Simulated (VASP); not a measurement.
# SnTe (Fm-3m) in VASP: a series of runs

The runs below take SnTe through relaxation of cell and atoms, with PBE.

Program: VASP 6.6.1. These are calculated values, not measurements. Logs are shortened: lines on timing, memory, paths and dates and some standing lists are left out, and cuts for length are marked.

### Step 1. The cell of the first run

It takes space group Fm-3m (No. 225, cubic). The conventional cell has a = 6.302 Å, b = 6.302 Å, c = 6.302 Å, α = 90.00°, β = 90.00°, γ = 90.00°. Te (site symmetry m-3m) has 6 Sn at 3.15 Å within 4.1 Å. Within 4.1 Å of Sn (site symmetry m-3m) lie 6 Te at 3.15 Å.

### Step 2. Relaxation of cell and atoms, PBE, target pressure 2 GPa, at which the enthalpy is minimised

INCAR

```
PREC     = Accurate       # precision mode
ENCUT    = 600            # plane-wave cutoff, eV
EDIFF    = 1E-6           # SCF threshold, eV
ISMEAR   = -1             # smearing method
SIGMA    = 0.05           # smearing width, eV
LREAL    = F              # projectors in reciprocal space
LASPH    = T              # aspherical terms in the spheres
NELM     = 60             # most SCF steps
ALGO     = Normal         # electronic algorithm
ISIF     = 3              # what is computed and relaxed
LWAVE    = F              # write WAVECAR
LCHARG   = F              # write CHGCAR
GGA      = PE             # functional
IBRION   = 2              # ionic algorithm
NSW      = 60             # ionic steps
EDIFFG   = -0.01          # ionic threshold
PSTRESS  = 20.0
```

KPOINTS

```
Automatic mesh
0
Gamma
  7 7 7
```

POSCAR

```
SnTe
1.0
    0.0000000000      3.1508500000      3.1508500000
    3.1508500000      0.0000000000      3.1508500000
    3.1508500000      3.1508500000      0.0000000000
Te Sn
1 1
Direct
    0.5000000000      0.5000000000      0.5000000000
    0.0000000000      0.0000000000      0.0000000000
```

Potentials or basis: VASP PAW PBE potentials, release 64 (Te, Sn_d).

Started as:

```console
> cat potpaw_PBE.64/Te/POTCAR potpaw_PBE.64/Sn_d/POTCAR > POTCAR
> mpirun -np 1 vasp_std > vasp.out
```

OUTCAR:

```text
PREC = Accurate
   ENCUT = 600
   EDIFF = 1E-6
   ISMEAR = -1
   LREAL = F
   LASPH = T
   NELM = 60
   ISIF = 3
   GGA = PE
   IBRION = 2
   NSW = 60
   EDIFFG = -0.01
   PSTRESS = 20.0

 ion  position               nearest neighbor table
   1  0.500  0.500  0.500-   2 3.15   2 3.15   2 3.15   2 3.15   2 3.15   2 3.15
   2  0.000  0.000  0.000-   1 3.15   1 3.15   1 3.15   1 3.15   1 3.15   1 3.15

  LATTYP: Found a face centered cubic cell.
 ALAT       =     6.3017000000

  Lattice vectors:

 A1 = (   0.0000000000,   3.1508500000,   3.1508500000)
 A2 = (   3.1508500000,   0.0000000000,   3.1508500000)
 A3 = (   3.1508500000,   3.1508500000,   0.0000000000)

Analysis of symmetry for initial positions (statically):
[... 33 lines left out ...]
                                     Primitive cell

  volume of cell :      62.5624

  direct lattice vectors                    reciprocal lattice vectors
     0.000000000  3.150850000  3.150850000    -0.158687338  0.158687338  0.158687338
     3.150850000  0.000000000  3.150850000     0.158687338 -0.158687338  0.158687338
     3.150850000  3.150850000  0.000000000     0.158687338  0.158687338 -0.158687338

  length of vectors
     4.455974803  4.455974803  4.455974803     0.274854533  0.274854533  0.274854533

  position of ions in fractional coordinates (direct lattice)
     0.500000000  0.500000000  0.500000000
     0.000000000  0.000000000  0.000000000

  ion indices of the primitive-cell ions
   primitive index   ion index
                 1           1
                 2           2

----------------------------------------------------------------------------------------

 KPOINTS: Automatic mesh

Automatic generation of k-mesh.
 Grid dimensions read from file:
 generate k-points for:    7    7    7

 Generating k-lattice:

  Cartesian coordinates                     Fractional coordinates (reciprocal lattice)
    -0.022669620  0.022669620  0.022669620     0.142857143  0.000000000  0.000000000
     0.022669620 -0.022669620  0.022669620     0.000000000  0.142857143  0.000000000
     0.022669620  0.022669620 -0.022669620     0.000000000  0.000000000  0.142857143

  Length of vectors
     0.039264933  0.039264933  0.039264933

  Shift w.r.t. Gamma in fractional coordinates (k-lattice)
     0.000000000  0.000000000  0.000000000

 Subroutine IBZKPT returns following result:
 ===========================================

 Found     20 irreducible k-points:

 Following reciprocal coordinates:
            Coordinates               Weight
  0.000000  0.000000  0.000000      1.000000
  0.142857  0.000000  0.000000      8.000000
  0.285714  0.000000  0.000000      8.000000
  0.428571  0.000000  0.000000      8.000000
  0.142857  0.142857  0.000000      6.000000
  0.285714  0.142857  0.000000     24.000000
[... 12 lines left out ...]
 -0.428571  0.428571  0.142857     24.000000
 -0.285714  0.428571  0.142857     24.000000
   k-points           NKPTS =     20   k-points in BZ     NKDIM =     20   number of bands    NBANDS=     14
   number of dos      NEDOS =    301   number of ions     NIONS =      2
   total plane-waves  NPLWV =  46656
   dimension x,y,z NGX =    36 NGY =   36 NGZ =   36
   dimension x,y,z NGXF=    72 NGYF=   72 NGZF=   72
   ions per type =               1   1
   NGX,Y,Z   is equivalent  to a cutoff of  13.43, 13.43, 13.43 a.u.
   NGXF,Y,Z  is equivalent  to a cutoff of  26.86, 26.86, 26.86 a.u.
 SYSTEM =  unknown system
   PREC   = accura    normal or accurate (medium, high low for compatibility)
   ISTART =      0    job   : 0-new  1-cont  2-samecut
   ICHARG =      2    charge: 1-file 2-atom 10-const
   ISPIN  =      1    spin polarized calculation?
   LNONCOLLINEAR =      F non collinear calculations
   LSORBIT =      F    spin-orbit coupling
   LASPH  =      T    aspherical Exc in radial PAW
   ENCUT  =  600.0 eV  44.10 Ry    6.64 a.u.   8.90  8.90  8.90*2*pi/ulx,y,z
   NELM   =     60;   NELMIN=  2; NELMDL= -5     # of ELM steps
   EDIFF  = 0.1E-05   stopping-criterion for ELM
   LREAL  =      F    real-space projection
   EDIFFG = -.1E-01   stopping-criterion for IOM
   NSW    =     60    number of steps for IOM
   IBRION =      2    ionic relax: 0-MD 1-quasi-New 2-CG
   NFREE  =      1    steps in history (QN), initial steepest desc. (CG)
   ISIF   =      3    stress and relaxation
   ISYM   =      2    0-nonsym 1-usesym 2-fastsym
   POTIM  = 0.5000    time-step for ionic-motion
   TEBEG  =    0.0;   TEEND  =   0.0 temperature during run
   PSTRESS=   20.0 pullay stress
   NELECT =      20.0000    total number of electrons
   NUPDOWN=      -1.0000    fix difference up-down
   EMIN   =  10.00;   EMAX   =-10.00  energy-range for DOS
   EFERMI =   0.00;   METHOD = LEGACY
   ISMEAR =    -1;   SIGMA  =   0.05  broadening in eV -4-tet -1-fermi 0-gaus
   EFERMI_NEDOS =   21; number of points for ismear=-14 and -15
   IALGO  =     38    algorithm
   IMIX   =      4    mixing-type and parameters
     AMIX     =   0.40;   BMIX     =  1.00
     AMIX_MAG =   1.60;   BMIX_MAG =  1.00
  volume/ion in A,a.u.               =      31.28       211.10
  Fermi-wavevector in a.u.,A,eV,Ry     =   1.119387  2.115336 17.048485  1.253028
  Thomas-Fermi vector in A             =   2.256026
   LORBIT       =      0    0 simple, 1 ext, 2 COOP (PROOUT), +10 PAW based schemes
   GGA     = PE    functional components
   LHFCALC =     F    Hartree Fock is set to
   AEXX    =    0.0000 exact exchange contribution
   IVDW    =     0    specifies the selected vdW correction
   LEPSILON=     F    determine dielectric tensor
   LRPA    =     F    only Hartree local field effects (RPA)
 conjugate gradient relaxation of ions
 non-spin polarized calculation
  energy-cutoff  :      600.00
  volume of cell :       62.56
 maximum number of plane-waves:      2106
   NGX = 17   NGY = 17   NGZ = 17

--------------------------------------- Ionic step        1  -------------------------------------------

 number of electron      19.9999998 magnetization

 Free energy of the ion-electron system (eV)
  ---------------------------------------------------
  ext. energy  EPLUGINS =         0.00000000
  ---------------------------------------------------
  free energy    TOTEN  =        -7.54738237 eV

  energy without entropy =       -7.54730965  energy(sigma->0) =       -7.54734601

------------------------ aborting loop because EDIFF is reached ----------------------------------------

  FORCE on cell =-STRESS in cart. coord.  units (eV):
  Direction    XX          YY          ZZ          XY          YZ          ZX
  --------------------------------------------------------------------------------------
  -------------------------------------------------------------------------------------
  Total        0.8515375      0.8515375      0.8515375     -0.0000000     -0.0000000      0.0000000
  in kB       21.8072646     21.8072646     21.8072646     -0.0000000     -0.0000000      0.0000000
  external PRESSURE =       1.8072646 kB  Pullay stress =      20.0000000 kB

 VOLUME and BASIS-vectors are now :
 -----------------------------------------------------------------------------
  energy-cutoff  :      600.00
  volume of cell :       62.56
      direct lattice vectors                 reciprocal lattice vectors
     0.000000000  3.150850000  3.150850000    -0.158687338  0.158687338  0.158687338
     3.150850000  0.000000000  3.150850000     0.158687338 -0.158687338  0.158687338
     3.150850000  3.150850000  0.000000000     0.158687338  0.158687338 -0.158687338

 POSITION                                       TOTAL-FORCE (eV/Angst)
 -----------------------------------------------------------------------------------
      3.15085      3.15085      3.15085        -0.000000      0.000000     -0.000000
      0.00000      0.00000      0.00000         0.000000     -0.000000      0.000000
 -----------------------------------------------------------------------------------
    total drift:                               -0.000000      0.000000      0.000000

  FREE ENERGIE OF THE ION-ELECTRON SYSTEM (eV)
  ---------------------------------------------------
  free  energy   TOTEN  =        -7.5473823690 eV

  energy  without entropy=       -7.5473096459  energy(sigma->0) =       -7.54734601

  enthalpy is  TOTEN    =        -6.7664155280 eV   P V=        0.7809668410

--------------------------------------- Ionic step        2  -------------------------------------------

 number of electron      19.9999999 magnetization

 Free energy of the ion-electron system (eV)
  ---------------------------------------------------
  ext. energy  EPLUGINS =         0.00000000
  ---------------------------------------------------
  free energy    TOTEN  =        -7.55156906 eV

  energy without entropy =       -7.55149834  energy(sigma->0) =       -7.55153370

 E-fermi :   6.9635     XC(G=0):  -9.4739

 val. band max:        6.6457745025   @ k =   0.4286   0.0000   0.0000
 cond. band min:       7.3063823966   @ k =   0.4286   0.0000   0.0000
 fundamental gap:      0.6606078941
 Fermi energy:         6.9634771343

 k-point     1 :       0.0000    0.0000    0.0000
  band No.  band energies     occupation
      1     -15.0091      2.00000
      2     -15.0091      2.00000
      3     -15.0033      2.00000
      4     -15.0033      2.00000
      5     -15.0033      2.00000
      6      -5.8770      2.00000
      7       2.1936      2.00000
      8       4.7592      2.00000
      9       4.7592      2.00000
     10       4.7592      2.00000
     11      10.2320      0.00000
     12      10.2320      0.00000
     13      10.2320      0.00000
     14      11.6516      0.00000

 k-point     2 :       0.1429    0.0000    0.0000
  band No.  band energies     occupation
      1     -15.0098      2.00000
      2     -15.0098      2.00000
      3     -15.0030      2.00000
      4     -15.0022      2.00000
      5     -15.0022      2.00000
      6      -5.7073      2.00000
      7       1.3258      2.00000
      8       4.7898      2.00000
      9       4.7898      2.00000
     10       5.3551      2.00000
     11       9.4017      0.00000
     12       9.4017      0.00000
     13       9.4387      0.00000
     14      11.6106      0.00000

 k-point     3 :       0.2857    0.0000    0.0000
  band No.  band energies     occupation
      1     -15.0120      2.00000
      2     -15.0120      2.00000
      3     -15.0024      2.00000
      4     -14.9993      2.00000
      5     -14.9993      2.00000
      6      -5.2429      2.00000
      7      -0.1282      2.00000
      8       4.9015      2.00000
      9       4.9015      2.00000
     10       6.0963      2.00000
     11       8.1825      0.00000
     12       8.1825      0.00000
     13       8.2458      0.00000
     14      12.2974      0.00000
[... 256 lines left out ...]
 k-point    19 :      -0.4286    0.4286    0.1429
  band No.  band energies     occupation
      1     -15.0223      2.00000
      2     -15.0073      2.00000
      3     -15.0043      2.00000
      4     -14.9957      2.00000
      5     -14.9933      2.00000
      6      -4.3465      2.00000
      7      -0.2909      2.00000
      8       2.0232      2.00000
      9       2.7633      2.00000
     10       4.6789      2.00000
     11       9.3502      0.00000
     12      10.1005      0.00000
     13      12.0132      0.00000
     14      12.1207      0.00000

 k-point    20 :      -0.2857    0.4286    0.1429
  band No.  band energies     occupation
      1     -15.0204      2.00000
      2     -15.0093      2.00000
      3     -15.0013      2.00000
      4     -14.9984      2.00000
      5     -14.9934      2.00000
      6      -4.2590      2.00000
      7      -0.5756      2.00000
      8       1.9730      2.00000
      9       2.6861      2.00000
     10       5.6684      2.00000
     11       8.0808      0.00000
     12      11.0108      0.00000
     13      11.9135      0.00000
     14      12.1498      0.00000

------------------------ aborting loop because EDIFF is reached ----------------------------------------

  FORCE on cell =-STRESS in cart. coord.  units (eV):
  Direction    XX          YY          ZZ          XY          YZ          ZX
  --------------------------------------------------------------------------------------
  -------------------------------------------------------------------------------------
  Total        0.7735487      0.7735487      0.7735487      0.0000000      0.0000000      0.0000000
  in kB       19.7092052     19.7092052     19.7092052      0.0000000      0.0000000      0.0000000
  external PRESSURE =      -0.2907948 kB  Pullay stress =      20.0000000 kB

 VOLUME and BASIS-vectors are now :
 -----------------------------------------------------------------------------
  energy-cutoff  :      600.00
  volume of cell :       62.88
      direct lattice vectors                 reciprocal lattice vectors
    -0.000000000  3.156213562  3.156213562    -0.158417670  0.158417670  0.158417670
     3.156213562 -0.000000000  3.156213562     0.158417670 -0.158417670  0.158417670
     3.156213562  3.156213562 -0.000000000     0.158417670  0.158417670 -0.158417670

 POSITION                                       TOTAL-FORCE (eV/Angst)
 -----------------------------------------------------------------------------------
      3.15621      3.15621      3.15621        -0.000000     -0.000000     -0.000000
      3.15621      6.31243      3.15621         0.000000      0.000000      0.000000
 -----------------------------------------------------------------------------------
    total drift:                                0.000000      0.000000      0.000000

  FREE ENERGIE OF THE ION-ELECTRON SYSTEM (eV)
  ---------------------------------------------------
  free  energy   TOTEN  =        -7.5515690554 eV

  energy  without entropy=       -7.5514983352  energy(sigma->0) =       -7.55153370

  enthalpy is  TOTEN    =        -6.7666071990 eV   P V=        0.7849618564

 reached required accuracy - stopping structural energy minimisation
```

Run time: 64 s. Hardware: 1 thread of Intel Xeon 8259CL, shared host; peak memory 0.21 GiB.

Results:

```
Free energy                                            : -7.5516 eV
Relaxed volume                                         : 31.44 Å³/atom
Relaxed cell                                           : a = 4.464 Å, b = 4.464 Å, c = 4.464 Å, α = 60.00°, β = 60.00°, γ = 60.00°
Space group after relaxing (to 0.05 Å)                 : Fm-3m (No. 225)
Energy change on relaxing (the enthalpy is what falls) : -2.1 meV/atom
Ionic steps                                            : 2
Pressure after relaxing                                : 2.0 GPa
```

The path:
```csv
step,energy change (eV),largest force (eV/Å),pressure (GPa),volume (Å³)
1,0.0000,0.0000,2.18,62.56
2,-0.0042,0.0000,1.97,62.88
```

Final structure:
```xyz
2
Lattice="0.0000 3.1562 3.1562 3.1562 0.0000 3.1562 3.1562 3.1562 0.0000" Properties=species:S:1:pos:R:3 pbc="T T T"
Te    3.1562    3.1562    3.1562
Sn    3.1562    6.3124    3.1562
```

Caveat: this odd mesh misses L, where the gap lies, so gap, dielectric constants and Born charges aren't listed; the cell is relaxed towards a set pressure, so the enthalpy falls and the energy may rise; spin-orbit coupling is left out, which moves the levels of the heavy elements. PBE usually gives volumes a little too large and moduli too small.

(Part 1 of 2 ends here.)
